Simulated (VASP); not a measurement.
# Fe (P6_3/mmc) in VASP: notebook

The runs below take Fe through single point, with r2SCAN.

All numbers are computed with VASP 6.6.1; they aren't measurements. Logs are shortened: lines on timing, memory, paths and dates and some standing lists are left out, and cuts for length are marked.

## 1. The cell of the first run

Symmetry: P6_3/mmc, No. 194, hexagonal system. The conventional cell has a = 2.531 Å, b = 2.531 Å, c = 4.368 Å, α = 90.00°, β = 90.00°, γ = 120.00°. Within 3.3 Å of Fe (site symmetry -6m2) lie 12 Fe at 2.53 to 2.63 Å.

This isn't the form of Fe at room conditions, which is bcc.

## 2. Single point, r2SCAN, collinear spin, ferromagnetic start

The input, POSCAR:

```
Fe
1.0
    2.5312869407      0.0000000000      0.0000000000
   -1.2656434704      2.1921587949      0.0000000000
    0.0000000000      0.0000000000      4.3682042726
Fe
2
Direct
    0.3333333333      0.6666666667      0.7500000000
    0.6666666667      0.3333333333      0.2500000000
```

The input, INCAR.step1:

```
PREC = Accurate ; ENCUT = 520
ISMEAR = 0 ; SIGMA = 0.05
LREAL = False ; LASPH = True
NELM = 150 ; ISPIN = 2
MAGMOM = 2.5 2.5 ; LMAXMIX = 4
NBANDS = 19 ; GGA = PE
ALGO = Normal ; EDIFF = 1E-4
LWAVE = True ; LCHARG = False
```

The input, INCAR.step2:

```
PREC = Accurate ; ENCUT = 520
EDIFF = 1E-6 ; ISMEAR = 0
SIGMA = 0.05 ; LREAL = False
LASPH = True ; NELM = 150
ALGO = Normal ; ISIF = 2
LWAVE = False ; LCHARG = False
ISPIN = 2 ; MAGMOM = 2.5 2.5
LORBIT = 11 ; LMAXMIX = 4
METAGGA = R2SCAN ; LMIXTAU = True
NBANDS = 19 ; ISTART = 1
```

The input, KPOINTS:

```
regular mesh
0
Gamma
  18 18 10
```

Potentials or basis: VASP PAW PBE potentials, release 64 (Fe).

Run with:

```sh
$ cat potpaw_PBE.64/Fe/POTCAR > POTCAR
$ cp INCAR.step1 INCAR
$ mpirun -np 1 vasp_std > vasp.out
$ cp INCAR.step2 INCAR
$ mpirun -np 1 vasp_std > vasp.out
```

OUTCAR:

```text
PREC = Accurate
   ENCUT = 520
   EDIFF = 1E-6
   ISMEAR = 0
   LREAL = False
   LASPH = True
   NELM = 150
   ISIF = 2
   ISPIN = 2
   LORBIT = 11
   METAGGA = R2SCAN
   ISTART = 1

 ion  position               nearest neighbor table
   1  0.333  0.667  0.750-   2 2.63   2 2.63   2 2.63   2 2.63   2 2.63   2 2.63
   2  0.667  0.333  0.250-   1 2.63   1 2.63   1 2.63   1 2.63   1 2.63   1 2.63

  LATTYP: Found a hexagonal cell.
 ALAT       =     2.5312869407
 C/A-ratio  =     1.7256851455

  Lattice vectors:

 A1 = (   2.5312869407,   0.0000000000,   0.0000000000)
 A2 = (  -1.2656434704,   2.1921587949,   0.0000000000)
 A3 = (   0.0000000000,   0.0000000000,   4.3682042726)

Analysis of symmetry for initial positions (statically):
=====================================================================
 Subroutine PRICEL returns:
 Original cell was already a primitive cell.

 Routine SETGRP: Setting up the symmetry group for a
 hexagonal supercell.

 Subroutine GETGRP returns: Found 24 space group operations
 (whereof 12 operations were pure point group operations)
 out of a pool of 24 trial point group operations.

The static configuration has the point symmetry D_3d.
 The point group associated with its full space group is D_6h.

Analysis of symmetry for dynamics (positions and initial velocities):
=====================================================================
 Subroutine PRICEL returns:
 Original cell was already a primitive cell.

 Routine SETGRP: Setting up the symmetry group for a
 hexagonal supercell.

 Subroutine GETGRP returns: Found 24 space group operations
 (whereof 12 operations were pure point group operations)
 out of a pool of 24 trial point group operations.

The dynamic configuration has the point symmetry D_3d.
 The point group associated with its full space group is D_6h.

Analysis of structural, dynamic, and magnetic symmetry:
=====================================================================
 Subroutine PRICEL returns:
 Original cell was already a primitive cell.

 Routine SETGRP: Setting up the symmetry group for a
 hexagonal supercell.

 Subroutine GETGRP returns: Found 24 space group operations
 (whereof 12 operations were pure point group operations)
 out of a pool of 24 trial point group operations.

The overall configuration has the point symmetry D_3d.
 The point group associated with its full space group is D_6h.

 Subroutine INISYM returns: Found 24 space group operations
 (whereof 12 operations are pure point group operations),
 and found     1 'primitive' translations

----------------------------------------------------------------------------------------

                                     Primitive cell

  volume of cell :      24.2391

  direct lattice vectors                    reciprocal lattice vectors
     2.531286941  0.000000000  0.000000000     0.395055963  0.228085667  0.000000000
    -1.265643470  2.192158795  0.000000000     0.000000000  0.456171333  0.000000000
     0.000000000  0.000000000  4.368204273     0.000000000  0.000000000  0.228927023

  length of vectors
     2.531286941  2.531286941  4.368204273     0.456171333  0.456171333  0.228927023

  position of ions in fractional coordinates (direct lattice)
     0.333333333  0.666666667  0.750000000
     0.666666667  0.333333333  0.250000000

  ion indices of the primitive-cell ions
   primitive index   ion index
                 1           1
                 2           2

----------------------------------------------------------------------------------------

 KPOINTS: regular mesh

Automatic generation of k-mesh.
 Grid dimensions read from file:
 generate k-points for:   18   18   10

 Generating k-lattice:

  Cartesian coordinates                     Fractional coordinates (reciprocal lattice)
     0.021947554  0.012671426  0.000000000     0.055555556 -0.000000000  0.000000000
     0.000000000  0.025342852  0.000000000     0.000000000  0.055555556  0.000000000
     0.000000000  0.000000000  0.022892702     0.000000000  0.000000000  0.100000000

  Length of vectors
     0.025342852  0.025342852  0.022892702

  Shift w.r.t. Gamma in fractional coordinates (k-lattice)
     0.000000000  0.000000000  0.000000000

 Subroutine IBZKPT returns following result:
 ===========================================

 Found    222 irreducible k-points:

 Following reciprocal coordinates:
            Coordinates               Weight
  0.000000  0.000000  0.000000      1.000000
  0.055556  0.000000  0.000000      6.000000
  0.111111  0.000000  0.000000      6.000000
  0.166667 -0.000000  0.000000      6.000000
  0.222222  0.000000  0.000000      6.000000
  0.277778  0.000000  0.000000      6.000000
[... 16 lines left out ...]
  0.333333  0.111111  0.000000     12.000000
  0.388889  0.111111  0.000000     12.000000
 [... further k-points ...]
   k-points           NKPTS =    222   k-points in BZ     NKDIM =    222   number of bands    NBANDS=     19
   number of dos      NEDOS =    301   number of ions     NIONS =      2
   total plane-waves  NPLWV =  12800
   dimension x,y,z NGX =    20 NGY =   20 NGZ =   32
   dimension x,y,z NGXF=    40 NGYF=   40 NGZF=   64
   ions per type =               2
   NGX,Y,Z   is equivalent  to a cutoff of  13.14, 13.14, 12.18 a.u.
   NGXF,Y,Z  is equivalent  to a cutoff of  26.27, 26.27, 24.36 a.u.
 SYSTEM =  unknown system
   PREC   = accura    normal or accurate (medium, high low for compatibility)
   ISTART =      1    job   : 0-new  1-cont  2-samecut
   ICHARG =      0    charge: 1-file 2-atom 10-const
   ISPIN  =      2    spin polarized calculation?
   LNONCOLLINEAR =      F non collinear calculations
   LSORBIT =      F    spin-orbit coupling
   LASPH  =      T    aspherical Exc in radial PAW
   ENCUT  =  520.0 eV  38.22 Ry    6.18 a.u.   4.71  4.71  8.12*2*pi/ulx,y,z
   NELM   =    150;   NELMIN=  2; NELMDL=  0     # of ELM steps
   EDIFF  = 0.1E-05   stopping-criterion for ELM
   LREAL  =      F    real-space projection
   EDIFFG = 0.1E-04   stopping-criterion for IOM
   NSW    =      0    number of steps for IOM
   IBRION =     -1    ionic relax: 0-MD 1-quasi-New 2-CG
   NFREE  =      0    steps in history (QN), initial steepest desc. (CG)
   ISIF   =      2    stress and relaxation
   ISYM   =      2    0-nonsym 1-usesym 2-fastsym
   POTIM  = 0.5000    time-step for ionic-motion
   TEBEG  =    0.0;   TEEND  =   0.0 temperature during run
   PSTRESS=    0.0 pullay stress
   NELECT =      16.0000    total number of electrons
   NUPDOWN=      -1.0000    fix difference up-down
   EMIN   =  10.00;   EMAX   =-10.00  energy-range for DOS
   EFERMI =   0.00;   METHOD = LEGACY
   ISMEAR =     0;   SIGMA  =   0.05  broadening in eV -4-tet -1-fermi 0-gaus
   EFERMI_NEDOS =   21; number of points for ismear=-14 and -15
   IALGO  =     38    algorithm
   IMIX   =      4    mixing-type and parameters
     AMIX     =   0.40;   BMIX     =  1.00
     AMIX_MAG =   1.60;   BMIX_MAG =  1.00
  volume/ion in A,a.u.               =      12.12        81.79
  Fermi-wavevector in a.u.,A,eV,Ry     =   1.425420  2.693652 27.644602  2.031821
  Thomas-Fermi vector in A             =   2.545806
   LORBIT       =     11    0 simple, 1 ext, 2 COOP (PROOUT), +10 PAW based schemes
   METAGGA = R2SCAN    functional components
   LHFCALC =     F    Hartree Fock is set to
   AEXX    =    0.0000 exact exchange contribution
   IVDW    =     0    specifies the selected vdW correction
   LEPSILON=     F    determine dielectric tensor
   LRPA    =     F    only Hartree local field effects (RPA)
 spin polarized calculation
 Gauss-broadening in eV      SIGMA  =   0.05
  energy-cutoff  :      520.00
  volume of cell :       24.24
 maximum number of plane-waves:       665
 NGX is ok and might be reduce to    20
   NGX =  9   NGY =  9   NGZ = 17

 number of electron      15.9999990 magnetization       5.6147956

 Free energy of the ion-electron system (eV)
  ---------------------------------------------------
  ext. energy  EPLUGINS =         0.00000000
  ---------------------------------------------------
  free energy    TOTEN  =       -28.38966596 eV

  energy without entropy =      -28.38693245  energy(sigma->0) =      -28.38829921

 E-fermi :   5.6467     XC(G=0): -13.8134

 val. band max:        5.6460356305   @ k =   0.1111   0.0556   0.5000
 cond. band min:       5.6471498150   @ k =   0.4444   0.1111   0.1000
 fundamental gap:      0.0011141845
 Fermi energy:         5.6467404868

 spin component 1

 k-point     1 :       0.0000    0.0000    0.0000
  band No.  band energies     occupation
      1      -3.2497      1.00000
      2       0.0889      1.00000
      3       2.2287      1.00000
      4       2.3142      1.00000
      5       2.3142      1.00000
      6       2.5449      1.00000
[... 11 lines left out ...]
     18      30.3380      0.00000
     19      31.3406      0.00000
[... 485 lines left out ...]
 k-point    24 :       0.3889    0.1111    0.0000
  band No.  band energies     occupation
      1       0.4879      1.00000
      2       0.5255      1.00000
      3       0.6196      1.00000
      4       2.0567      1.00000
      5       2.2171      1.00000
      6       2.4610      1.00000
[... 11 lines left out ...]
     18      25.1366      0.00000
     19      27.1851      0.00000

 [... further k-points ...]

 spin component 2

 k-point     1 :       0.0000    0.0000    0.0000
  band No.  band energies     occupation
      1      -3.6073      1.00000
      2       1.4814      1.00000
      3       4.3057      1.00000
      4       5.0762      1.00000
      5       5.9821      0.00000
      6       5.9822      0.00000
[... 11 lines left out ...]
     18      32.1784      0.00000
     19      32.7511      0.00000
[... 485 lines left out ...]
 k-point    24 :       0.3889    0.1111    0.0000
  band No.  band energies     occupation
      1       1.9975      1.00000
      2       3.0048      1.00000
      3       3.4764      1.00000
      4       3.9013      1.00000
      5       5.6845      0.14259
      6       5.7898      0.00003
[... 11 lines left out ...]
     18      25.5602      0.00000
     19      28.6195      0.00000

 [... further k-points ...]
[... 5 lines left out ...]
  --------------------------------------------------------------------------------------
  -------------------------------------------------------------------------------------
  Total        0.2217717      0.2217717      0.2861987     -0.0000000     -0.0000000      0.0000000
  in kB       14.6588635     14.6588635     18.9174170     -0.0000000     -0.0000000      0.0000000
  external PRESSURE =      16.0783813 kB  Pullay stress =       0.0000000 kB

 VOLUME and BASIS-vectors are now :
 -----------------------------------------------------------------------------
  energy-cutoff  :      520.00
  volume of cell :       24.24
      direct lattice vectors                 reciprocal lattice vectors
     2.531286941  0.000000000  0.000000000     0.395055963  0.228085667  0.000000000
    -1.265643470  2.192158795  0.000000000     0.000000000  0.456171333  0.000000000
     0.000000000  0.000000000  4.368204273     0.000000000  0.000000000  0.228927023

 POSITION                                       TOTAL-FORCE (eV/Angst)
 -----------------------------------------------------------------------------------
     -0.00000      1.46144      3.27615         0.000000      0.000000      0.000000
      1.26564      0.73072      1.09205        -0.000000     -0.000000      0.000000
 -----------------------------------------------------------------------------------
    total drift:                               -0.000000      0.000000     -0.000000

  FREE ENERGIE OF THE ION-ELECTRON SYSTEM (eV)
  ---------------------------------------------------
  free  energy   TOTEN  =       -28.3896659579 eV

  energy  without entropy=      -28.3869324546  energy(sigma->0) =      -28.38829921

 total charge

# of ion       s       p       d       tot
------------------------------------------
    1        0.483   0.524   6.149   7.156
    2        0.483   0.524   6.149   7.156
--------------------------------------------------
tot          0.966   1.048  12.298  14.313

 magnetization (x)

# of ion       s       p       d       tot
------------------------------------------
    1       -0.007  -0.071   2.924   2.846
    2       -0.007  -0.071   2.924   2.846
--------------------------------------------------
tot         -0.015  -0.142   5.848   5.691
```

It took 5.1 min on 1 thread of Intel Xeon 6975P-C (Granite Rapids), shared host; peak memory 0.26 GiB.

Results:

```yaml
Free_energy: -28.3897 eV
Pressure: 1.6 GPa
Net_moment: 5.61 μB per cell
Site_moments: Fe +2.85 μB
Valence_electrons_inside_the_program's_atomic_spheres: Fe 7.16
```

Levels at points of the mesh, in eV from the Fermi level:
Spin up:
```csv
k point,band 8,band 9,band 10,band 11,band 12,band 13,band 14,band 15
"(0.00, 0.00, 0.00)",-2.65,-2.65,-1.82,-1.82,-0.99,4.87,22.07,22.44
"(0.50, 0.00, 0.00)",-1.71,-1.35,-1.25,0.98,3.01,8.59,9.24,11.52
"(0.00, 0.00, 0.50)",-3.36,-2.09,-2.09,-2.09,-2.09,12.60,12.60,22.72
"(0.50, 0.00, 0.50)",-1.63,-1.29,-1.29,1.29,1.29,6.70,6.70,17.55
```
Spin down:
| k point | band 3 | band 4 | band 5 | band 6 | band 7 | band 8 |
| --- | --- | --- | --- | --- | --- | --- |
| (0.00, 0.00, 0.00) | -1.34 | -0.57 | 0.34 | 0.34 | 0.67 | 0.67 |
| (0.50, 0.00, 0.00) | -2.28 | -1.69 | -0.02 | 0.11 | 0.89 | 2.84 |
| (0.00, 0.00, 0.50) | -1.23 | -1.23 | 0.38 | 0.38 | 0.38 | 0.38 |
| (0.50, 0.00, 0.50) | -1.67 | -1.67 | 0.45 | 0.45 | 1.88 | 1.88 |

Caveat: the PAW data sets were made with another functional, which shifts forces and pressure a little.

## 3. Single point, r2SCAN, collinear spin, ferromagnetic start (12.26 Å³/atom)

This run uses another cell than the first one, of 12.26 Å³/atom.

The input, POSCAR:

```
Fe
1.0
    2.5407632307      0.0000000000      0.0000000000
   -1.2703816153      2.2003655028      0.0000000000
    0.0000000000      0.0000000000      4.3862409167
Fe
2
Direct
    0.3333333333      0.6666666667      0.7500000000
    0.6666666667      0.3333333333      0.2500000000
```

The input, INCAR.step1:

```
SYSTEM = Fe
  ALGO = Normal
  EDIFF = 1E-4
  ENCUT = 520
  GGA = PE
  ISMEAR = 0
  ISPIN = 2
  LASPH = .TRUE.
  LCHARG = .FALSE.
  LMAXMIX = 4
  LREAL = .FALSE.
  LWAVE = .TRUE.
  MAGMOM = 3.21 3.21
  NBANDS = 19
  NELM = 150
  PREC = Accurate
  SIGMA = 0.05
```

The input, INCAR.step2:

```
SYSTEM = Fe
  ALGO = Normal
  EDIFF = 1E-6
  ENCUT = 520
  ISIF = 2
  ISMEAR = 0
  ISPIN = 2
  ISTART = 1
  LASPH = .TRUE.
  LCHARG = .FALSE.
  LMAXMIX = 4
  LMIXTAU = .TRUE.
  LORBIT = 11
  LREAL = .FALSE.
  LWAVE = .FALSE.
  MAGMOM = 3.21 3.21
  METAGGA = R2SCAN
  NBANDS = 19
  NELM = 150
  PREC = Accurate
  SIGMA = 0.05
```

The input, KPOINTS:

```
k-points
0
G
  18 18 10
  0 0 0
```

Potentials or basis: VASP PAW PBE potentials, release 64 (Fe).

Run with:

```sh
$ cat potpaw_PBE.64/Fe/POTCAR > POTCAR
$ cp INCAR.step1 INCAR
$ mpirun -np 1 vasp_std > vasp.out
$ cp INCAR.step2 INCAR
$ mpirun -np 1 vasp_std > vasp.out
```

Wall time 5.8 min (1 thread of Intel Xeon 6975P-C (Granite Rapids), shared host); peak memory 0.26 GiB.

The run converged. Its results:

```
Free energy                                           : -28.3908 eV
Pressure                                              : -0.3 GPa
Net moment                                            : 5.63 μB per cell
Site moments                                          : Fe +2.86 μB
Valence electrons inside the program's atomic spheres : Fe 7.13
```

Stress tensor (GPa, compression positive):
```
-0.50  0.00  0.00
 0.00 -0.50  0.00
 0.00  0.00 -0.04
```

Levels at points of the mesh, in eV from the Fermi level:
Spin up:
| k point | band 8 | band 9 | band 10 | band 11 | band 12 | band 13 | band 14 | band 15 |
| --- | --- | --- | --- | --- | --- | --- | --- | --- |
| (0.00, 0.00, 0.00) | -2.68 | -2.68 | -1.86 | -1.86 | -0.99 | 4.76 | 21.96 | 22.28 |
| (0.50, 0.00, 0.00) | -1.76 | -1.39 | -1.30 | 0.94 | 2.93 | 8.49 | 9.12 | 11.40 |
| (0.00, 0.00, 0.50) | -3.36 | -2.12 | -2.12 | -2.12 | -2.12 | 12.45 | 12.45 | 22.60 |
| (0.50, 0.00, 0.50) | -1.66 | -1.34 | -1.34 | 1.25 | 1.25 | 6.58 | 6.58 | 17.40 |
Spin down:
```
           k point  band 3  band 4  band 5  band 6  band 7  band 8
(0.00, 0.00, 0.00)   -1.35   -0.57    0.34    0.34    0.66    0.66
(0.50, 0.00, 0.00)   -2.23   -1.69   -0.02    0.12    0.91    2.81
(0.00, 0.00, 0.50)   -1.22   -1.22    0.38    0.38    0.38    0.38
(0.50, 0.00, 0.50)   -1.64   -1.64    0.43    0.43    1.88    1.88
```

Caveat: the PAW data sets were made with another functional, which shifts forces and pressure a little.
